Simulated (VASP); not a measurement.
# TiAl: band structure with revPBE

Crystal: TiAl.

```
CELL_PARAMETERS angstrom
3.17906 0.00000 0.00000
0.00000 3.17906 0.00000
0.00000 0.00000 3.17906
ATOMIC_POSITIONS crystal
Ti 0.00000 0.00000 0.00000
Al 0.50000 0.50000 0.50000
```

```
Program                : VASP 6.6.1
Task                   : band structure
Functional             : revPBE
Potentials or basis    : VASP PAW PBE potentials, release 64 (Ti_sv, Al)
Cutoff                 : 320 eV
k mesh                 : 9 × 9 × 9
Occupations            : methfessel-paxton, width 0.1 eV
Spin                   : no spin polarisation
Tolerance level        : screening
Purpose                : bands
Route                  : KPOINTS_OPT
Further INCAR settings : ALGO = Normal; EDIFF = 1e-06; NBANDS = 23
```

```
Pressure                : 2.4 GPa
Band gap along the path : zero within the smearing
```

Levels at the corners of the path, in eV from the Fermi level:
| point | band 5 | band 6 | band 7 | band 8 | band 9 | band 10 |
| --- | --- | --- | --- | --- | --- | --- |
| Γ | -9.25 | -1.45 | -1.45 | 1.81 | 1.81 | 1.81 |
| X | -6.04 | -5.18 | -0.56 | 0.16 | 0.16 | 2.02 |
| X | -6.04 | -5.18 | -0.56 | 0.16 | 0.16 | 2.02 |
| M | -5.00 | -2.13 | -2.13 | -1.46 | 0.72 | 0.72 |
| M | -5.00 | -2.13 | -2.13 | -1.46 | 0.72 | 0.72 |
| Γ | -9.25 | -1.45 | -1.45 | 1.81 | 1.81 | 1.81 |
| Γ | -9.25 | -1.45 | -1.45 | 1.81 | 1.81 | 1.81 |
| R | -3.09 | -3.09 | -3.09 | 0.69 | 2.78 | 2.78 |
| R | -3.09 | -3.09 | -3.09 | 0.69 | 2.78 | 2.78 |
| X | -6.04 | -5.18 | -0.56 | 0.16 | 0.16 | 2.02 |
| M | -5.00 | -2.13 | -2.13 | -1.46 | 0.72 | 0.72 |
| R | -3.09 | -3.09 | -3.09 | 0.69 | 2.78 | 2.78 |

Run time: 9.2 s on 1 thread of Intel(R) Xeon(R) 6975P-C (Granite Rapids), on a shared host, peak memory 0.14 GiB.

Caveat: the cutoff is under 1.25 times the usual one of these potentials, so pressure, stress and relaxed cells hold a basis-set (Pulay) error; the PAW data sets were made with another functional, which shifts forces and pressure a little.
